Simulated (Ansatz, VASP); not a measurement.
## Two plane-wave programs on Se

```
Se
1.0
     0.00000    2.18478    2.18478
     2.18478    0.00000    2.18478
     2.18478    2.18478    0.00000
Se
1
Direct
  0.00000 0.00000 0.00000
```

Alike in both runs: functional revPBE; k mesh 12 × 12 × 12; occupations fermi-dirac, width 0.1 eV; no spin polarisation.

Ansatz relaxed the structure, and its values are those at the end. VASP's run is a single point on that final structure, the one shown.

|  | VASP | Ansatz |
| --- | --- | --- |
| version | VASP 6.6.1 | Ansatz 0.2.0 |
| potentials or method | VASP PAW PBE potentials, release 64 (Se), cutoff 520 eV | plane waves (420 eV) with PAW, scalar-relativistic |
| valence electrons in the cell | 6 | 16 |

```csv
,VASP,Ansatz,Ansatz less VASP
pressure (GPa),-0.1,0.0,+0.05
```

VASP's potentials were made for PBE, not for revPBE. The functional is the same, so the differences come from potentials, cutoffs and numerics. VASP's potentials hold 6 valence electrons a cell and Ansatz's 16, so a difference there can come from the potentials and not from the codes.
